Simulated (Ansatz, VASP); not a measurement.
**One calculation of MgO2, two programs**

File INCAR:

```
SYSTEM = MgO2
  PREC = Accurate
  ENCUT = 840
  EDIFF = 1E-6
  ISMEAR = 0
  SIGMA = 0.05
  LREAL = .FALSE.
  LASPH = .TRUE.
  NELM = 120
  ALGO = Normal
  ISIF = 2
  LWAVE = .FALSE.
  LCHARG = .TRUE.
  GGA = PS
  LELF = .TRUE.
  LVHAR = .TRUE.
  NBANDS = 18
  GGA_COMPAT = .FALSE.
```

The input KPOINTS:

```
Automatic mesh
0
G
  12 12 12
  0 0 0
```

The input POSCAR:

```
MgO2
1.0
    1.6047610160      0.9265092046      3.2144605649
   -1.6047610160      0.9265092046      3.2144605649
    0.0000000000     -1.8530184092      3.2144605649
Mg O
1 2
Direct
    0.0000000000      0.0000000000      0.0000000000
    0.4287860000      0.4287860000      0.4287860000
    0.5712140000      0.5712140000      0.5712140000
```

Input for Ansatz:

```yaml
crystal:
  lattice:
    - [1.604761016, 0.9265092046, 3.2144605649]
    - [-1.604761016, 0.9265092046, 3.2144605649]
    - [0.0, -1.8530184092, 3.2144605649]
  atoms:
    - { symbol: Mg, position: [0.0, 0.0, 0.0] }
    - { symbol: O, position: [0.428786, 0.428786, 0.428786] }
    - { symbol: O, position: [0.571214, 0.571214, 0.571214] }
basis:
  ecutwfc: 420
kpoints:
  mp_grid: { grid: [12, 12, 12] }
hamiltonian:
  xc: pbesol
scf:
  occupations: { method: gaussian, width: 0.05 }
output:
  forces: true
  stress: true
  eigenvalues: true
```

Change from the starting cell: strain +0.000 along x and y, -0.080 along z, atoms carried along.

Alike in both runs: task single point; functional PBEsol; k mesh 12 × 12 × 12; occupations gaussian, width 0.05 eV; no spin polarisation.

```csv
,VASP,Ansatz
version,VASP 6.6.1,Ansatz 0.2.0
potentials or method,"VASP PAW PBE potentials, release 64 (Mg_sv, O), cutoff 840 eV","scalar-relativistic, plane waves, PAW"
valence electrons in the cell,22,22
```

|  | VASP | Ansatz | Ansatz less VASP |
| --- | --- | --- | --- |
| gap on the k mesh at the Fermi level (eV) | 3.10 | 3.11 | +0.008 |
| least direct gap on the mesh (eV) | 3.36 | 3.36 | +0.006 |
| pressure (GPa) | 14.8 | 14.0 | -0.71 |
| traceless stress, the component that is largest in VASP (GPa) | 31.94 | 30.52 | -1.416 |
| rms of the force components (eV/Å) | 1.507 | 1.390 | -0.1174 |

VASP's potentials were made for PBE, not for PBEsol. Atom by atom the forces differ by 0.117 eV/Å (rms over components). The functional is the same, so the differences come from potentials, cutoffs and numerics.
